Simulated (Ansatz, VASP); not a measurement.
**Hf4C3: VASP beside Ansatz**

Contents of INCAR:

```
ALGO     = Normal         # electronic algorithm
EDIFF    = 1E-7           # SCF threshold, eV
EDIFFG   = -0.04          # ionic threshold
ENCUT    = 600            # plane-wave cutoff, eV
GGA      = PE             # functional
IBRION   = 2              # ionic algorithm
ISIF     = 3              # what is computed and relaxed
ISMEAR   = 0              # smearing method
LASPH    = True           # aspherical terms in the spheres
LCHARG   = False          # write CHGCAR
LREAL    = False          # projectors in reciprocal space
LWAVE    = False          # write WAVECAR
NELM     = 100            # most SCF steps
NSW      = 90             # ionic steps
PREC     = Accurate       # precision mode
SIGMA    = 0.1            # smearing width, eV
```

The input KPOINTS:

```
k-points
0
Gamma
  6 6 6
```

File POSCAR:

```
Hf4C3
1.0
   -2.4682831900      2.4682831900      2.4682831900
    2.4682831900     -2.4682831900      2.4682831900
    2.4682831900      2.4682831900     -2.4682831900
Hf C
4 3
Direct
    0.2838667800      0.2838667800      0.2838667800
    0.0000000000      0.0000000000      0.7161332200
    0.0000000000      0.7161332200      0.0000000000
    0.7161332200      0.0000000000      0.0000000000
    0.0000000000      0.5000000000      0.5000000000
    0.5000000000      0.0000000000      0.5000000000
    0.5000000000      0.5000000000      0.0000000000
```

Input for Ansatz:

```yaml
crystal:
  lattice:
    - [-2.46828319, 2.46828319, 2.46828319]
    - [2.46828319, -2.46828319, 2.46828319]
    - [2.46828319, 2.46828319, -2.46828319]
  atoms:
    - { symbol: Hf, position: [0.28386678, 0.28386678, 0.28386678] }
    - { symbol: Hf, position: [0.0, 0.0, 0.71613322] }
    - { symbol: Hf, position: [0.0, 0.71613322, 0.0] }
    - { symbol: Hf, position: [0.71613322, 0.0, 0.0] }
    - { symbol: C, position: [0.0, 0.5, 0.5] }
    - { symbol: C, position: [0.5, 0.0, 0.5] }
    - { symbol: C, position: [0.5, 0.5, 0.0] }
basis:
  ecutwfc: 420
kpoints:
  mp_grid: { grid: [6, 6, 6] }
hamiltonian:
  xc: pbe
scf:
  occupations: { method: gaussian, width: 0.1 }
  lower_state_search: "off"
output:
  forces: true
  stress: true
  eigenvalues: true
relax:
  adjacent_minimum: "off"
  f_tol: 0.04
  max_steps: 70
  cell: { stress_tol: 0.4 }
```

Alike in both runs: task relaxation of cell and atoms; functional PBE; k mesh 6 × 6 × 6; occupations gaussian, width 0.1 eV; no spin polarisation.

```csv
,VASP,Ansatz
version,VASP 6.6.1,Ansatz 0.2.0
potentials or method,"VASP PAW PBE potentials, release 64 (Hf_pv, C), cutoff 600 eV","scalar-relativistic, plane waves, PAW"
valence electrons in the cell,52,116
```

|  | VASP | Ansatz | Ansatz less VASP |
| --- | --- | --- | --- |
| gap on the k mesh at the Fermi level, each at its own relaxed structure (eV) | none | none | - |
| relaxed volume (Å³/atom) | 13.31 | 13.38 | +0.068 |
| relaxed cell length with the largest relative difference (Å) | 4.946 | 4.955 | +0.0085 |

A gap of «none» marks a metal or a gap that the smearing closes. VASP's potentials hold 52 valence electrons a cell and Ansatz's 116, so a difference there can come from the potentials and not from the codes.

Neither program's run includes spin-orbit coupling. Noted on VASP's run: the volume moved by over 15 % at a fixed basis, so the end points are rough.
